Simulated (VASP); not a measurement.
A run of VASP 6.6.1 is set up as follows.

Contents of INCAR:

```
PREC = Accurate ; ENCUT = 600
EDIFF = 1E-6 ; ISMEAR = -1
SIGMA = 0.05 ; LREAL = False
LASPH = True ; NELM = 60
ALGO = Normal ; ISIF = 3
LWAVE = False ; LCHARG = False
IBRION = 2 ; NSW = 60
EDIFFG = -0.005
```

The input KPOINTS:

```
regular mesh
0
Gamma
  11 11 11
```

POSCAR

```
CdSe
1.0
    0.0000000000      3.1053142479      3.1053142479
    3.1053142479      0.0000000000      3.1053142479
    3.1053142479      3.1053142479      0.0000000000
Cd Se
1 1
Direct
    0.0000000000      0.0000000000      0.0000000000
    0.2500000000      0.2500000000      0.2500000000
```

Potentials or basis: VASP PAW LDA potentials, release 64 (Cd, Se).

Command:

```bash
$ cat potpaw_LDA.64/Cd/POTCAR potpaw_LDA.64/Se/POTCAR > POTCAR
$ mpirun -np 1 vasp_std > vasp.out
```

**Question.** Predict the band gap on the k mesh.

**Answer.** 0.42 eV, direct.

**Question.** What does it give for the relaxed cell?

**Answer.** a = 4.259 Å, b = 4.259 Å, c = 4.259 Å, α = 60.00°, β = 60.00°, γ = 60.00°.

The path:
```csv
step,energy change (eV),largest force (eV/Å),pressure (GPa),volume (Å³)
1,0.0000,0.0000,-4.29,59.89
2,-0.0701,0.0000,1.63,53.21
3,-0.0771,0.0000,-0.02,54.62
```

As with any semilocal functional, this LDA gap is likely too small.
